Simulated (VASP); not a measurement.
A run of VASP 6.6.1 is set up as follows.

File INCAR:

```
SYSTEM = Cu
PREC = Accurate
ENCUT = 520
EDIFF = 1E-7
ISMEAR = 0
SIGMA = 0.05
LREAL = .FALSE.
LASPH = .TRUE.
NELM = 100
ALGO = Normal
ISIF = 2
LWAVE = .FALSE.
LCHARG = .FALSE.
GGA = PS
NBANDS = 12
```

KPOINTS

```
Automatic mesh
0
G
  12 12 12
  0 0 0
```

Contents of POSCAR:

```
Cu
1.0
    0.0000000000      1.7813321684      1.7813321684
    1.7813321684      0.0000000000      1.7813321684
    1.7813321684      1.7813321684      0.0000000000
Cu
1
Direct
    0.0000000000      0.0000000000      0.0000000000
```

Potentials or basis: VASP PAW PBE potentials, release 64 (Cu).

The run is started by

```console
$ cat potpaw_PBE.64/Cu/POTCAR > POTCAR
$ mpirun -np 1 vasp_std > vasp.out
```

**Question.** Estimate the band gap on the k mesh.

**Answer.** Zero (an odd number of electrons rules out a gap without spin polarisation).

**Question.** Estimate the pressure.

**Answer.** 0.7 GPa.

Caveat: the PAW data sets were made with another functional, which shifts forces and pressure a little.
